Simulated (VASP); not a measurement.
Wanted: the native input for a VASP 6.6.1 run.

| Property | Result |
| --- | --- |
| Task | single point |
| Functional | LDA |
| Potentials or basis | VASP PAW LDA potentials, release 64 (B, N) |
| Cutoff | 520 eV |
| k mesh | 12 × 12 × 4 |
| Occupations | gaussian, width 0.05 eV |
| Spin | no spin polarisation |
| Dipole correction | no |
| Further INCAR settings | ALGO = Normal; EDIFF = 1e-07; NBANDS = 16 |

The structure of BN lies in POSCAR:

```
BN
1.0
    2.7620704039      0.0000000000      0.0000000000
   -1.3810352019      2.1549757989      0.0000000000
    0.0000000000      0.0000000000      6.0191680927
B N
2 2
Direct
    0.3555251379      0.7110502758      0.2500000000
    0.6444748621      0.2889497242      0.7500000000
    0.3073324708      0.6146649415      0.7500000000
    0.6926675292      0.3853350585      0.2500000000
```

This cell differs from its parent crystal: normal strain along x +0.1100, normal strain along z -0.0733.

One way to write it, as run:

INCAR

```
ALGO = Normal
EDIFF = 1E-7
ENCUT = 520
ISIF = 2
ISMEAR = 0
LASPH = T
LCHARG = T
LELF = T
LREAL = F
LVHAR = T
LWAVE = F
NBANDS = 16
NELM = 80
PREC = Accurate
SIGMA = 0.05
```

KPOINTS

```
k-points
0
Gamma
  12 12 4
```

Potentials or basis: VASP PAW LDA potentials, release 64 (B, N).

Launch:

```bash
$ cat potpaw_LDA.64/B/POTCAR potpaw_LDA.64/N/POTCAR > POTCAR
$ mpirun -np 1 vasp_std > vasp.out
```

It gave:

```yaml
Pressure: -31.0 GPa
Largest_force: 0.019 eV/Å
Band_gap_on_the_k_mesh: 3.32 eV, direct
```

Caveat: the cell differs from its parent crystal (normal strain along x +0.1100, normal strain along z -0.0733).

It took 31 s on 1 thread of Intel(R) Xeon(R) Platinum 8559C (Emerald Rapids) (shared host), peak memory 0.18 GiB.
